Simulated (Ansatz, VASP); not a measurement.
## Two plane-wave programs on Ti3Al

File INCAR:

```
SYSTEM = Ti3Al
PREC = Accurate
ENCUT = 520
EDIFF = 1E-6
ISMEAR = 0
SIGMA = 0.15
LREAL = .False.
LASPH = .True.
NELM = 60
ALGO = Fast
ISIF = 2
LWAVE = .False.
LCHARG = .True.
GGA = CA
LELF = .True.
LVHAR = .True.
NBANDS = 28
```

Contents of KPOINTS:

```
regular mesh
0
Gamma
  15 15 6
  0 0 0
```

Contents of POSCAR:

```
Ti3Al
1.0
    2.8609400907      0.0000000000      0.0000000000
   -1.4304700453      2.4776467973      0.0000000000
    0.0000000000      0.0000000000      9.0513401041
Ti Al
3 1
Direct
    0.6543038446      0.4931624100      0.0000000000
    0.3376163125      0.6112954421      0.7515223620
    0.3376163125      0.6112954421      0.2484776380
    0.6734025495      0.2462504708      0.5000000000
```

Input for Ansatz:

```yaml
crystal:
  lattice:
    - [2.8609400907, 0.0, 0.0]
    - [-1.4304700453, 2.4776467973, 0.0]
    - [0.0, 0.0, 9.0513401041]
  atoms:
    - { symbol: Ti, position: [0.6543038446, 0.49316241, 0.0] }
    - { symbol: Ti, position: [0.3376163125, 0.6112954421, 0.751522362] }
    - { symbol: Ti, position: [0.3376163125, 0.6112954421, 0.248477638] }
    - { symbol: Al, position: [0.6734025495, 0.2462504708, 0.5] }
basis:
  ecutwfc: 520.0
kpoints:
  mp_grid: { grid: [15, 15, 6] }
hamiltonian:
  xc: lda
  pseudopotentials: { kind: paw, azcp: { folder: soft_1 } }
scf:
  occupations: { method: gaussian, width: 0.15 }
output:
  forces: true
  stress: true
  eigenvalues: true
```

Change from the starting cell: mode 4 frozen in at -0.264 Å and mode 5 at +0.396 Å (largest displacements).

Alike in both runs: task single point; functional LDA; k mesh 15 × 15 × 6; occupations gaussian, width 0.15 eV; no spin polarisation.

|  | VASP | Ansatz |
| --- | --- | --- |
| version | VASP 6.6.1 | Ansatz 0.2.0 |
| potentials or method | VASP PAW LDA potentials, release 64 (Ti_sv, Al), cutoff 520 eV | scalar-relativistic, plane waves, PAW |
| valence electrons in the cell | 39 | 39 |

```tsv
	VASP	Ansatz	Ansatz less VASP
gap on the k mesh at the Fermi level (eV)	none	none	-
pressure (GPa)	-1.5	-1.5	+0.03
traceless stress, the component that is largest in VASP (GPa)	-1.11	-1.12	-0.014
rms of the force components (eV/Å)	0.240	0.239	-0.0016
```

Ansatz warns that its potentials were made for another functional, while VASP's fit it. LDA's correlation is that of Perdew and Zunger in VASP and of Perdew and Wang (1992) in Ansatz. Atom by atom the forces differ by 0.003 eV/Å (rms over components). A gap of «none» marks a metal or a gap that the smearing closes.
